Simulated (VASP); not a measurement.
Here is a VASP 6.6.1 calculation.

INCAR

```
SYSTEM = NaAl
ALGO = Fast
EDIFF = 1E-7
ENCUT = 520
GGA = PE
ISIF = 2
ISMEAR = 0
LASPH = .True.
LCHARG = .False.
LREAL = .False.
LWAVE = .False.
NBANDS = 30
NELM = 80
PREC = Accurate
SIGMA = 0.2
```

The input KPOINTS:

```
k-points
0
Gamma
  8 4 2
  0 0 0
```

The input POSCAR:

```
NaAl
1.0
    1.5393048452     -2.6661542002      0.0000000000
   -4.6179145356     -2.6661542002      0.0000000000
    0.0000000000      0.0000000000    -10.9349198067
Na Al
4 4
Direct
    0.5000000000      0.5000000000      0.0000000000
    1.0000000000      0.0000000000      0.0000000000
    0.5000000000      0.5000000000      0.5000000000
    1.0000000000      1.0000000000      0.5000000000
    0.5000000000      0.8333333333      0.7500000000
    1.0000000000      0.3333333333      0.7500000000
    0.0000000000      0.6666666667      0.2500000000
    0.5000000000      0.1666666667      0.2500000000
```

Potentials or basis: VASP PAW PBE potentials, release 64 (Na_pv, Al).

Command:

```sh
$ cat potpaw_PBE.64/Na_pv/POTCAR potpaw_PBE.64/Al/POTCAR > POTCAR
$ mpirun -np 1 vasp_std > vasp.out
```

(1) What does it give for the pressure?

(2) Predict the band gap on the k mesh.

## Answers

(1) -0.1 GPa.

(2) zero (bands 20 and 21 overlap by 1.54 eV).
